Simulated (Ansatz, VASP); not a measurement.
# Two plane-wave programs on HfB

The input INCAR:

```
SYSTEM = HfB
PREC = Accurate
ENCUT = 500
EDIFF = 1E-6
ISMEAR = 0
SIGMA = 0.05
LREAL = .FALSE.
LASPH = .TRUE.
NELM = 120
ALGO = Normal
ISIF = 2
LWAVE = .FALSE.
LCHARG = .FALSE.
GGA = PE
NBANDS = 14
GGA_COMPAT = .FALSE.
```

KPOINTS

```
Automatic mesh
0
G
  8 8 8
  0 0 0
```

Contents of POSCAR:

```
HfB
1.0
    0.0000000000      2.4169488463      2.4169488463
    2.4169488463      0.0000000000      2.4169488463
    2.4169488463      2.4169488463      0.0000000000
Hf B
1 1
Direct
    0.5000000000      0.5000000000      0.5000000000
    0.0000000000      0.0000000000      0.0000000000
```

Input for Ansatz:

```yaml
crystal:
  lattice:
    - [0.0, 2.4169488463, 2.4169488463]
    - [2.4169488463, 0.0, 2.4169488463]
    - [2.4169488463, 2.4169488463, 0.0]
  atoms:
    - { symbol: Hf, position: [0.5, 0.5, 0.5] }
    - { symbol: B, position: [0.0, 0.0, 0.0] }
basis:
  ecutwfc: 420
  ecutrho_ratio: 4
kpoints:
  mp_grid: { grid: [8, 8, 8] }
hamiltonian:
  xc: pbe
scf:
  occupations: { method: gaussian, width: 0.05 }
output:
  forces: true
  stress: true
  eigenvalues: true
```

Alike in both runs: task single point; functional PBE; k mesh 8 × 8 × 8; occupations gaussian, width 0.05 eV; no spin polarisation.

|  | VASP | Ansatz |
| --- | --- | --- |
| version | VASP 6.6.1 | Ansatz 0.2.0 |
| potentials or method | VASP PAW PBE potentials, release 64 (Hf_pv, B), cutoff 500 eV | scalar-relativistic, plane waves, PAW |
| valence electrons in the cell | 13 | 29 |

```tsv
	VASP	Ansatz	Ansatz less VASP
gap on the k mesh at the Fermi level (eV)	none	none	-
pressure (GPa)	0.1	0.0	-0.07
```

A gap of «none» marks a metal or a gap that the smearing closes. VASP's potentials hold 13 valence electrons a cell and Ansatz's 29, so a difference there can come from the potentials and not from the codes.

Neither program's run includes spin-orbit coupling.
